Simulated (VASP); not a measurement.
Au:

```
Au
1.0
    -1.64615    1.64615    1.64615
     1.64615   -1.64615    1.64615
     1.64615    1.64615   -1.64615
Au
1
Direct
  0.00000 0.00000 0.00000
```

This cell differs from its parent crystal: volume scaled by 0.98.

Base run:

* Program: VASP 6.6.1
* Functional: LDA
* Potentials or basis: VASP PAW LDA potentials, release 64 (Au)
* Cutoff: 520 eV
* k mesh: 11 × 11 × 11
* Occupations: fermi-dirac, width 0.05 eV
* Spin: no spin polarisation

Its results: pressure -10.3 GPa.

Problem. The run is repeated on the same cell with these changes: functional from LDA to PBE; potentials or basis from VASP PAW LDA potentials, release 64 (Au) to VASP PAW PBE potentials, release 64 (Au). What comes out?

Solution. Pressure 1.7 GPa.
